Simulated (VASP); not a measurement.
CuAu3: single point with r2SCAN

CuAu3:

```
Cu Au
1.0
     3.85053    0.00000    0.00000
     0.00000    3.85053    0.00000
     0.00000    0.00000    3.85053
Cu Au
1 3
Direct
  0.00000 0.00000 0.00000
  0.00000 0.50000 0.50000
  0.50000 0.00000 0.50000
  0.50000 0.50000 0.00000
```

This cell differs from its parent crystal: equal strain along all axes, cell held: -4.0 %.

```
Program                : VASP 6.6.1
Task                   : single point
Functional             : r2SCAN
Potentials or basis    : VASP PAW PBE potentials, release 64 (Cu, Au)
Cutoff                 : 520 eV
k mesh                 : 14 × 14 × 14
Occupations            : gaussian, width 0.1 eV
Spin                   : no spin polarisation
Dipole correction      : no
Further INCAR settings : ALGO = Normal; EDIFF = 1e-07; NBANDS = 30
```

```
Pressure               : 27.3 GPa
Band gap on the k mesh : zero (bands 22 and 23 overlap by 2.57 eV)
```

Levels at points of the mesh, in eV from the Fermi level:
```
           k point  band 20  band 21  band 22  band 23  band 24  band 25
(0.00, 0.00, 0.00)    -1.75    -1.75     0.79     0.79     0.79     7.01
(0.50, 0.00, 0.00)    -2.37    -1.79    -1.75     6.05     6.46     6.46
(0.50, 0.50, 0.00)    -2.65    -0.94    -0.25    -0.01    -0.01     9.27
(0.50, 0.50, 0.50)    -1.99    -1.52    -1.50    -1.50    -1.50     3.62
```

It took 11 min on 1 thread of Intel(R) Xeon(R) Platinum 8488C (Sapphire Rapids) (shared host), peak memory 0.31 GiB.

Caveat: the cell differs from its parent crystal (equal strain along all axes, cell held: -4.0 %); the cell stands under pressure; the PAW data sets were made with another functional, which shifts forces and pressure a little; spin-orbit coupling is left out, which moves the levels of the heavy elements.
